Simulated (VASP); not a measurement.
Write the native input for VASP 6.6.1 that does the following.

| Item | Value |
| --- | --- |
| Task | single point |
| Functional | LDA |
| Potentials or basis | VASP PAW LDA potentials, release 64 (W_sv) |
| Cutoff | 520 eV |
| k mesh | 12 × 12 × 12 |
| Occupations | fermi-dirac, width 0.05 eV |
| Spin | non-collinear spin, zero start, spin-orbit coupling |
| Starting moments | [[0.0, 0.0, 0.0]] μB |
| Dipole correction | no |
| Further INCAR settings | ALGO = Normal; EDIFF = 1e-06; NBANDS = 25 |

The structure of W lies in POSCAR:

```
W
1.0
   -1.6133792515      1.6133792515      1.6133792515
    1.6133792515     -1.6133792515      1.6133792515
    1.6133792515      1.6133792515     -1.6133792515
W
1
Direct
    0.0000000000      0.0000000000      0.0000000000
```

One way to write it, as run:

INCAR

```
PREC = Accurate
ENCUT = 520
EDIFF = 1E-6
ISMEAR = -1
SIGMA = 0.05
LREAL = F
LASPH = T
NELM = 150
ALGO = Normal
ISIF = 2
LWAVE = F
LCHARG = F
MAGMOM = 0 0 0
LORBIT = 11
LSORBIT = T
GGA_COMPAT = F
LORBMOM = T
LMAXMIX = 4
NBANDS = 25
```

KPOINTS

```
regular mesh
0
Gamma
  12 12 12
```

Potentials or basis: VASP PAW LDA potentials, release 64 (W_sv).

The run is started by

```console
$ cat potpaw_LDA.64/W_sv/POTCAR > POTCAR
$ mpirun -np 1 vasp_ncl > vasp.out
```

It gave:

```json
{
 "Pressure": "-21.5 GPa",
 "Net moment": "0.00 μB per cell",
 "Valence electrons inside the program's atomic spheres": "W 12.01"
}
```

Run time: 42 s on 1 thread of Intel(R) Xeon(R) Platinum 8259CL CPU @ 2.50GHz (Skylake/Cascade Lake), with other jobs on the host, peak memory 0.2 GiB.
